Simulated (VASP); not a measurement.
Write the native input for VASP 6.6.1 that does the following.

- Task: single point
- Functional: PBE
- Dispersion: D3(BJ)
- Potentials or basis: VASP PAW PBE potentials, release 64 (H, C)
- Cutoff: 520 eV
- k mesh: 2 × 2 × 1
- Occupations: fermi-dirac, width 0.05 eV
- Spin: no spin polarisation
- Dipole correction: no
- Further INCAR settings: LREAL = Auto; ALGO = Normal; EDIFF = 1e-07; NBANDS = 68

The structure of H3C5 lies in POSCAR:

```
H3C5
1.0
    5.0487420000      0.0000000000      0.0000000000
    0.0000000000      5.0487420000      0.0000000000
    0.0000000000      0.0000000000     17.1355610000
H C
12 20
Direct
    0.4277868000      0.0000000000      0.0583582000
    0.0722132000      0.0000000000      0.0583582000
    0.9277868000      0.0000000000      0.0583582000
    0.5722132000      0.0000000000      0.0583582000
    0.4277868000      0.5000000000      0.0583582000
    0.0722132000      0.5000000000      0.0583582000
    0.9277868000      0.5000000000      0.0583582000
    0.5722132000      0.5000000000      0.0583582000
    0.7501316605      0.0035244973      0.3584930802
    0.2501372402      0.4959477193      0.3585655912
    0.7499652315      0.4961053998      0.3585434305
    1.2497666189      1.0034243911      0.3584991736
    0.2500000000      0.0000000000      0.0953981000
    0.7500000000      0.0000000000      0.0953981000
    0.2500000000      0.5000000000      0.0953981000
    0.7500000000      0.5000000000      0.0953981000
    0.2500000000      0.2500000000      0.1474828000
    0.7500000000      0.2500000000      0.1474828000
    0.2500000000      0.7500000000      0.1474828000
    0.7500000000      0.7500000000      0.1474828000
   -0.0000110592      0.2499746674      0.1955471863
    0.4999402089      0.2499437743      0.1955483231
    0.0000004195      0.7499788213      0.2034031944
    0.4999847863      0.7499424767      0.2034047359
   -0.0000209839      0.0165317984      0.2521311604
    0.4999435667      0.0164237270      0.2521512805
   -0.0000327433      0.4834231481      0.2521742845
    0.4999456433      0.4833793616      0.2521698513
    0.2499124455      0.0880671965      0.2993879319
    0.7499913111      0.0881439032      0.2993818962
    0.2499580981      0.4116541394      0.2994125585
    0.7499556827      0.4116930774      0.2994008672
```

These files were run (other wordings do the same):

INCAR

```
SYSTEM = H3C5
PREC = Accurate
ENCUT = 520
EDIFF = 1E-7
ISMEAR = -1
SIGMA = 0.05
LREAL = Auto
LASPH = .True.
NELM = 80
ALGO = Normal
ISIF = 2
LWAVE = .False.
LCHARG = .False.
GGA = PE
IVDW = 12
NBANDS = 68
```

KPOINTS

```
regular mesh
0
Gamma
  2 2 1
  0 0 0
```

Potentials or basis: VASP PAW PBE potentials, release 64 (H, C).

Run with:

```sh
$ cat potpaw_PBE.64/H/POTCAR potpaw_PBE.64/C/POTCAR > POTCAR
$ mpirun -np 1 vasp_std > vasp.out
```

Results of the run:

```json
{
 "Largest force": "8.959 eV/Å",
 "Band gap on the k mesh": "1.84 eV",
 "Dispersion energy per atom": "-0.104 eV"
}
```

Caveat: the k points lie up to 0.62 Å⁻¹ apart.

Run time: 4.5 min on 1 thread of Intel(R) Xeon(R) Platinum 8488C (Sapphire Rapids) (shared host), peak memory 0.49 GiB.
